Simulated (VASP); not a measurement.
A run of VASP 6.6.1 is set up as follows.

INCAR

```
SYSTEM = ZnAu
  PREC = Accurate
  ENCUT = 520
  EDIFF = 1E-6
  ISMEAR = 0
  SIGMA = 0.1
  LREAL = .False.
  LASPH = .True.
  NELM = 100
  ALGO = Fast
  ISIF = 2
  LWAVE = .False.
  LCHARG = .False.
  GGA = PE
  NBANDS = 18
```

Contents of KPOINTS:

```
regular mesh
0
Gamma
  14 14 14
  0 0 0
```

POSCAR

```
ZnAu
1.0
    3.1216440008      0.0000000000      0.0000000000
    0.0000000000      3.1216440008      0.0000000000
    0.0000000000      0.0000000000      3.1216440008
Zn Au
1 1
Direct
    0.5000000000      0.5000000000      0.5000000000
    0.0000000000      0.0000000000      0.0000000000
```

Potentials or basis: VASP PAW PBE potentials, release 64 (Zn, Au).

The run is started by

```console
$ cat potpaw_PBE.64/Zn/POTCAR potpaw_PBE.64/Au/POTCAR > POTCAR
$ mpirun -np 1 vasp_std > vasp.out
```

Q: What does it give for the pressure?

A: 8.5 GPa.
